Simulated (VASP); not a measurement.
Runs of VASP 6.6.1 on SiO2. The structure is that of space group P6_222 (No. 180), or close to it. The cells are those of the table. 

```tsv
cell	gap on the mesh (eV)	pressure (GPa)	largest force (eV/Å)
a = 4.958, b = 4.958, c = 5.427 Å, angles 90.0, 90.0, 120.0°, 9 atoms	6.03	18.6	0.78
a = 5.095, b = 5.095, c = 5.577 Å, angles 90.0, 90.0, 120.0°, 9 atoms	(c)	(a)	0.08
a = 5.061, b = 5.061, c = 5.541 Å, angles 90.0, 90.0, 120.0°, 9 atoms	(b)	5.1	0.24
a = 5.027, b = 5.027, c = 5.503 Å, angles 90.0, 90.0, 120.0°, 9 atoms	5.83	9.2	0.40
```

Alike in all rows: task single point; level PBE; potentials or basis VASP PAW PBE potentials, release 64 (Si, O); no spin polarisation; k mesh 6 × 6 × 5; cutoff (eV) 520; smearing fermi-dirac 0.05 eV.

**Question.** Fill in the values left out.

**Answer.** (a) 1.4; (b) 5.71; (c) 5.59.

Caveats: an odd mesh through Γ misses points on the zone boundary, where band edges can lie; the cell stands under pressure (at least some runs).
